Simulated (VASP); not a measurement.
A run of VASP 6.6.1:

INCAR

```
SYSTEM = HfNb3F
PREC = Accurate ; ENCUT = 600
EDIFF = 1E-6 ; ISMEAR = 0
SIGMA = 0.1 ; LREAL = .FALSE.
LASPH = .TRUE. ; NELM = 120
ALGO = Normal ; ISIF = 2
LWAVE = .FALSE. ; LCHARG = .TRUE.
GGA = PE ; LELF = .TRUE.
LVHAR = .TRUE. ; NBANDS = 36
GGA_COMPAT = .FALSE.
```

Contents of KPOINTS:

```
regular mesh
0
G
  12 12 4
  0 0 0
```

The input POSCAR:

```
HfNb3F
1.0
    3.4613158885      0.0000000000      0.0000000000
   -1.7306579442      2.9975874899      0.0000000000
    0.0000000000      0.0000000000      9.4768729683
Hf Nb F
1 3 1
Direct
    0.0000000000      0.0000000000      0.0000000000
    0.3333333333      0.6666666667      0.7652198546
    0.3333333333      0.6666666667      0.2347801454
    0.3333333333      0.6666666667      0.5000000000
    0.0000000000      0.0000000000      0.5000000000
```

Potentials or basis: VASP PAW PBE potentials, release 64 (Hf_pv, Nb_sv, F).

The run is started by

```console
$ cat potpaw_PBE.64/Hf_pv/POTCAR potpaw_PBE.64/Nb_sv/POTCAR potpaw_PBE.64/F/POTCAR > POTCAR
$ mpirun -np 1 vasp_std > vasp.out
```

Hardware: 1 thread of Intel(R) Xeon(R) 6975P-C (Granite Rapids), with other jobs on the host.

Question: How long does it take, and how much memory?

Answer: Wall time 2.3 min on 1 thread of Intel(R) Xeon(R) 6975P-C (Granite Rapids), with other jobs on the host, peak memory 0.38 GiB. Counts: scf iterations 16, k points 57.
